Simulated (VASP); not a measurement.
# KTaO3 (P4/mmm) in VASP: single point with PBEsol

Aim: the single point of KTaO3 with PBEsol.

All numbers are computed with VASP 6.6.1; they aren't measurements. Logs are shortened: lines on timing, memory, paths and dates and some standing lists are left out, and cuts for length are marked.

### 1 The cell of the first run

It takes space group P4/mmm (No. 123, tetragonal). Conventional cell: a = 3.988 Å, b = 3.988 Å, c = 3.789 Å, α = 90.00°, β = 90.00°, γ = 90.00°. K (site symmetry 4/mmm) has 12 O at 2.75 to 2.82 Å and 8 Ta at 3.40 Å within 3.6 Å. Ta (site symmetry 4/mmm) has 6 O at 1.89 to 1.99 Å within 2.5 Å. Within 2.5 Å of O (site symmetry 4/mmm) lie 2 Ta at 1.89 Å. Within 2.6 Å of O (site symmetry mmm) lie 2 Ta at 1.99 Å.

### 2 Single point, PBEsol (strain -0.0500 x Voigt [1, 0, 0, 0, 0, 0])

Input file INCAR:

```
PREC     = Accurate       # precision mode
ENCUT    = 700            # plane-wave cutoff, eV
EDIFF    = 1E-6           # SCF threshold, eV
ISMEAR   = 0              # smearing method
SIGMA    = 0.05           # smearing width, eV
LREAL    = False          # projectors in reciprocal space
LASPH    = True           # aspherical terms in the spheres
NELM     = 120            # most SCF steps
ALGO     = Normal         # electronic algorithm
ISIF     = 2              # what is computed and relaxed
LWAVE    = False          # write WAVECAR
LCHARG   = False          # write CHGCAR
GGA      = PS             # functional
NBANDS   = 28             # bands
GGA_COMPAT= False
```

Input file KPOINTS:

```
regular mesh
0
Gamma
  8 8 8
```

Input file POSCAR:

```
KTaO3
1.0
    3.7888850000      0.0000000000      0.0000000000
    0.0000000000      3.9883000000      0.0000000000
    0.0000000000      0.0000000000      3.9883000000
K Ta O
1 1 3
Direct
    0.5000000000      0.5000000000      0.5000000000
    0.0000000000      0.0000000000      0.0000000000
    0.5000000000      0.0000000000      0.0000000000
    0.0000000000      0.5000000000      0.0000000000
    0.0000000000      0.0000000000      0.5000000000
```

Potentials or basis: VASP PAW PBE potentials, release 64 (K_sv, Ta_sv_GW, O).

Started as:

```
$ cat potpaw_PBE.64/K_sv/POTCAR potpaw_PBE.64/Ta_sv_GW/POTCAR potpaw_PBE.64/O/POTCAR > POTCAR
$ mpirun -np 1 vasp_std > vasp.out
```

OUTCAR:

```text
PREC = Accurate
   ENCUT = 700
   EDIFF = 1E-6
   ISMEAR = 0
   LREAL = False
   LASPH = True
   NELM = 120
   ISIF = 2
   GGA = PS

 ion  position               nearest neighbor table
   1  0.500  0.500  0.500-   4 2.75   5 2.75   4 2.75   5 2.75   4 2.75   5 2.75   4 2.75   5 2.75
                             3 2.82   3 2.82   3 2.82   3 2.82   2 3.40   2 3.40   2 3.40   2 3.40
   2  0.000  0.000  0.000-   3 1.89   3 1.89   5 1.99   5 1.99   4 1.99   4 1.99   1 3.40   1 3.40
                             1 3.40   1 3.40   1 3.40   1 3.40   1 3.40   1 3.40
   3  0.500  0.000  0.000-   2 1.89   2 1.89   1 2.82   1 2.82   1 2.82   1 2.82
   4  0.000  0.500  0.000-   2 1.99   2 1.99   1 2.75   1 2.75   1 2.75   1 2.75
   5  0.000  0.000  0.500-   2 1.99   2 1.99   1 2.75   1 2.75   1 2.75   1 2.75

  LATTYP: Found a simple tetragonal cell.
 ALAT       =     3.9883000000
 C/A-ratio  =     0.9500000000

  Lattice vectors:

 A1 = (   0.0000000000,   3.9883000000,   0.0000000000)
 A2 = (   0.0000000000,   0.0000000000,   3.9883000000)
 A3 = (   3.7888850000,   0.0000000000,   0.0000000000)

Analysis of symmetry for initial positions (statically):
=====================================================================
 Subroutine PRICEL returns:
 Original cell was already a primitive cell.

 Routine SETGRP: Setting up the symmetry group for a
 simple tetragonal supercell.

 Subroutine GETGRP returns: Found 16 space group operations
 (whereof 16 operations were pure point group operations)
 out of a pool of 16 trial point group operations.

The static configuration has the point symmetry D_4h.

Analysis of symmetry for dynamics (positions and initial velocities):
=====================================================================
 Subroutine PRICEL returns:
 Original cell was already a primitive cell.

 Routine SETGRP: Setting up the symmetry group for a
 simple tetragonal supercell.

 Subroutine GETGRP returns: Found 16 space group operations
 (whereof 16 operations were pure point group operations)
 out of a pool of 16 trial point group operations.

The dynamic configuration has the point symmetry D_4h.

 Subroutine INISYM returns: Found 16 space group operations
 (whereof 16 operations are pure point group operations),
 and found     1 'primitive' translations

----------------------------------------------------------------------------------------

                                     Primitive cell

  volume of cell :      60.2680

  direct lattice vectors                    reciprocal lattice vectors
     3.788885000  0.000000000  0.000000000     0.263929890  0.000000000  0.000000000
     0.000000000  3.988300000  0.000000000     0.000000000  0.250733395  0.000000000
     0.000000000  0.000000000  3.988300000     0.000000000  0.000000000  0.250733395

  length of vectors
     3.788885000  3.988300000  3.988300000     0.263929890  0.250733395  0.250733395

  position of ions in fractional coordinates (direct lattice)
     0.500000000  0.500000000  0.500000000
     0.000000000  0.000000000  0.000000000
     0.500000000  0.000000000  0.000000000
     0.000000000  0.500000000  0.000000000
     0.000000000  0.000000000  0.500000000

  ion indices of the primitive-cell ions
   primitive index   ion index
                 1           1
                 2           2
                 3           3
                 4           4
                 5           5

----------------------------------------------------------------------------------------

 KPOINTS: regular mesh

Automatic generation of k-mesh.
 Grid dimensions read from file:
 generate k-points for:    8    8    8

 Generating k-lattice:

  Cartesian coordinates                     Fractional coordinates (reciprocal lattice)
     0.032991236  0.000000000  0.000000000     0.125000000  0.000000000  0.000000000
     0.000000000  0.031341674  0.000000000     0.000000000  0.125000000  0.000000000
     0.000000000  0.000000000  0.031341674     0.000000000  0.000000000  0.125000000

  Length of vectors
     0.032991236  0.031341674  0.031341674

  Shift w.r.t. Gamma in fractional coordinates (k-lattice)
     0.000000000  0.000000000  0.000000000

 Subroutine IBZKPT returns following result:
 ===========================================

 Found     75 irreducible k-points:

 Following reciprocal coordinates:
            Coordinates               Weight
  0.000000  0.000000  0.000000      1.000000
  0.125000  0.000000  0.000000      2.000000
  0.250000  0.000000  0.000000      2.000000
  0.375000  0.000000  0.000000      2.000000
  0.500000  0.000000  0.000000      1.000000
  0.000000  0.125000  0.000000      4.000000
[... 16 lines left out ...]
  0.250000  0.500000  0.000000      4.000000
  0.375000  0.500000  0.000000      4.000000
 [... further k-points ...]
   k-points           NKPTS =     75   k-points in BZ     NKDIM =     75   number of bands    NBANDS=     28
   number of dos      NEDOS =    301   number of ions     NIONS =      5
   total plane-waves  NPLWV =  46656
   dimension x,y,z NGX =    36 NGY =   36 NGZ =   36
   dimension x,y,z NGXF=    72 NGYF=   72 NGZF=   72
   ions per type =               1   1   3
   NGX,Y,Z   is equivalent  to a cutoff of  15.80, 15.01, 15.01 a.u.
   NGXF,Y,Z  is equivalent  to a cutoff of  31.59, 30.01, 30.01 a.u.
 SYSTEM =  unknown system
   PREC   = accura    normal or accurate (medium, high low for compatibility)
   ISTART =      0    job   : 0-new  1-cont  2-samecut
   ICHARG =      2    charge: 1-file 2-atom 10-const
   ISPIN  =      1    spin polarized calculation?
   LNONCOLLINEAR =      F non collinear calculations
   LSORBIT =      F    spin-orbit coupling
   LASPH  =      T    aspherical Exc in radial PAW
   ENCUT  =  700.0 eV  51.45 Ry    7.17 a.u.   8.17  8.60  8.60*2*pi/ulx,y,z
   NELM   =    120;   NELMIN=  2; NELMDL= -5     # of ELM steps
   EDIFF  = 0.1E-05   stopping-criterion for ELM
   LREAL  =      F    real-space projection
   EDIFFG = 0.1E-04   stopping-criterion for IOM
   NSW    =      0    number of steps for IOM
   IBRION =     -1    ionic relax: 0-MD 1-quasi-New 2-CG
   NFREE  =      0    steps in history (QN), initial steepest desc. (CG)
   ISIF   =      2    stress and relaxation
   ISYM   =      2    0-nonsym 1-usesym 2-fastsym
   POTIM  = 0.5000    time-step for ionic-motion
   TEBEG  =    0.0;   TEEND  =   0.0 temperature during run
   PSTRESS=    0.0 pullay stress
   NELECT =      40.0000    total number of electrons
   NUPDOWN=      -1.0000    fix difference up-down
   EMIN   =  10.00;   EMAX   =-10.00  energy-range for DOS
   EFERMI =   0.00;   METHOD = LEGACY
   ISMEAR =     0;   SIGMA  =   0.05  broadening in eV -4-tet -1-fermi 0-gaus
   EFERMI_NEDOS =   21; number of points for ismear=-14 and -15
   IALGO  =     38    algorithm
   IMIX   =      4    mixing-type and parameters
     AMIX     =   0.40;   BMIX     =  1.00
     AMIX_MAG =   1.60;   BMIX_MAG =  1.00
  volume/ion in A,a.u.               =      12.05        81.34
  Fermi-wavevector in a.u.,A,eV,Ry     =   1.428014  2.698555 27.745328  2.039224
  Thomas-Fermi vector in A             =   2.548122
   LORBIT       =      0    0 simple, 1 ext, 2 COOP (PROOUT), +10 PAW based schemes
   GGA     = PS    functional components
   LHFCALC =     F    Hartree Fock is set to
   AEXX    =    0.0000 exact exchange contribution
   IVDW    =     0    specifies the selected vdW correction
   LEPSILON=     F    determine dielectric tensor
   LRPA    =     F    only Hartree local field effects (RPA)
 non-spin polarized calculation
 Gauss-broadening in eV      SIGMA  =   0.05
  energy-cutoff  :      700.00
  volume of cell :       60.27
 maximum number of plane-waves:      2560
 NGX is ok and might be reduce to    36
   NGX = 17   NGY = 17   NGZ = 17

 number of electron      39.9999999 magnetization

 Free energy of the ion-electron system (eV)
  ---------------------------------------------------
  ext. energy  EPLUGINS =         0.00000000
  ---------------------------------------------------
  free energy    TOTEN  =       -45.24838536 eV

  energy without entropy =      -45.24838536  energy(sigma->0) =      -45.24838536

 E-fermi :   3.9653     XC(G=0): -11.5383

 val. band max:        3.5384595331   @ k =   0.5000   0.5000   0.5000
 cond. band min:       5.6683994659   @ k =   0.0000   0.0000   0.0000
 fundamental gap:      2.1299399329
 Fermi energy:         3.9653239644

 k-point     1 :       0.0000    0.0000    0.0000
  band No.  band energies     occupation
      1     -63.6999      2.00000
      2     -30.3506      2.00000
      3     -30.2136      2.00000
      4     -30.2136      2.00000
      5     -23.5627      2.00000
      6     -14.3827      2.00000
[... 20 lines left out ...]
     27      11.5740      0.00000
     28      11.5963      0.00000

 k-point     2 :       0.1250    0.0000    0.0000
  band No.  band energies     occupation
      1     -63.6997      2.00000
      2     -30.3775      2.00000
      3     -30.2125      2.00000
      4     -30.2125      2.00000
      5     -23.5555      2.00000
      6     -14.1995      2.00000
[... 20 lines left out ...]
     27      11.8197      0.00000
     28      12.2965      0.00000

 k-point     3 :       0.2500    0.0000    0.0000
  band No.  band energies     occupation
      1     -63.6992      2.00000
      2     -30.4417      2.00000
      3     -30.2098      2.00000
      4     -30.2098      2.00000
      5     -23.5381      2.00000
      6     -13.8822      2.00000
[... 20 lines left out ...]
     27      12.4330      0.00000
     28      13.5655      0.00000

 k-point     4 :       0.3750    0.0000    0.0000
  band No.  band energies     occupation
      1     -63.6987      2.00000
      2     -30.5045      2.00000
      3     -30.2070      2.00000
      4     -30.2070      2.00000
      5     -23.5209      2.00000
      6     -13.8177      2.00000
[... 20 lines left out ...]
     27      13.0794      0.00000
     28      13.9210      0.00000

 k-point     5 :       0.5000    0.0000    0.0000
  band No.  band energies     occupation
      1     -63.6985      2.00000
      2     -30.5301      2.00000
      3     -30.2058      2.00000
      4     -30.2058      2.00000
      5     -23.5137      2.00000
      6     -13.8222      2.00000
[... 20 lines left out ...]
     27      13.3601      0.00000
     28      13.7765      0.00000

 k-point     6 :       0.0000    0.1250    0.0000
  band No.  band energies     occupation
      1     -63.6999      2.00000
      2     -30.3500      2.00000
      3     -30.2279      2.00000
      4     -30.2131      2.00000
      5     -23.5574      2.00000
      6     -14.3761      2.00000
[... 463 lines left out ...]
      5     -23.5265      2.00000
      6     -14.3959      2.00000
[... 20 lines left out ...]
     27      13.0798      0.00000
     28      14.0803      0.00000

 k-point    22 :       0.1250    0.5000    0.0000
  band No.  band energies     occupation
      1     -63.6991      2.00000
      2     -30.3736      2.00000
      3     -30.3083      2.00000
      4     -30.2087      2.00000
      5     -23.5226      2.00000
      6     -14.1907      2.00000
[... 20 lines left out ...]
     27      13.6186      0.00000
     28      14.2547      0.00000

 k-point    23 :       0.2500    0.5000    0.0000
  band No.  band energies     occupation
      1     -63.6986      2.00000
      2     -30.4371      2.00000
      3     -30.3049      2.00000
      4     -30.2060      2.00000
      5     -23.5131      2.00000
      6     -13.7176      2.00000
[... 20 lines left out ...]
     27      14.0636      0.00000
     28      14.8106      0.00000

 k-point    24 :       0.3750    0.5000    0.0000
  band No.  band energies     occupation
      1     -63.6981      2.00000
      2     -30.4993      2.00000
      3     -30.3014      2.00000
      4     -30.2033      2.00000
      5     -23.5036      2.00000
      6     -13.4579      2.00000
[... 20 lines left out ...]
     27      14.8736      0.00000
     28      15.1114      0.00000

 [... further k-points ...]
[... 5 lines left out ...]
  --------------------------------------------------------------------------------------
  -------------------------------------------------------------------------------------
  Total       11.1517648      1.5556553      1.5556553      0.0000000      0.0000000      0.0000000
  in kB      296.4606948     41.3558453     41.3558453      0.0000000      0.0000000      0.0000000
  external PRESSURE =     126.3907952 kB  Pullay stress =       0.0000000 kB

 VOLUME and BASIS-vectors are now :
 -----------------------------------------------------------------------------
  energy-cutoff  :      700.00
  volume of cell :       60.27
      direct lattice vectors                 reciprocal lattice vectors
     3.788885000  0.000000000  0.000000000     0.263929890  0.000000000  0.000000000
     0.000000000  3.988300000  0.000000000     0.000000000  0.250733395  0.000000000
     0.000000000  0.000000000  3.988300000     0.000000000  0.000000000  0.250733395

 POSITION                                       TOTAL-FORCE (eV/Angst)
 -----------------------------------------------------------------------------------
      1.89444      1.99415      1.99415         0.000000      0.000000      0.000000
      0.00000      0.00000      0.00000         0.000000      0.000000      0.000000
      1.89444      0.00000      0.00000         0.000000      0.000000      0.000000
      0.00000      1.99415      0.00000         0.000000      0.000000      0.000000
      0.00000      0.00000      1.99415         0.000000      0.000000      0.000000
 -----------------------------------------------------------------------------------
    total drift:                                0.000000      0.000000     -0.000000

  FREE ENERGIE OF THE ION-ELECTRON SYSTEM (eV)
  ---------------------------------------------------
  free  energy   TOTEN  =       -45.2483853576 eV

  energy  without entropy=      -45.2483853576  energy(sigma->0) =      -45.24838536
```

Wall time 3.3 min (1 thread of Intel Xeon Platinum 8259CL at 2.50GHz (Skylake/Cascade Lake), shared host); peak memory 0.35 GiB.

Results:

* Free energy: -45.2484 eV
* Pressure: 12.6 GPa
* Band gap on the k mesh: 2.13 eV (least direct gap 2.68 eV)

Stress tensor (GPa, compression positive):
```
29.65  0.00  0.00
 0.00  4.14  0.00
 0.00  0.00  4.14
```

Caveat: the cell differs from its parent crystal (strain -0.0500 x Voigt [1, 0, 0, 0, 0, 0]); the stress differs along the axes, from 4 to 30 GPa; the PAW data sets were made with another functional, which shifts forces and pressure a little; spin-orbit coupling is left out, which moves the levels of the heavy elements.
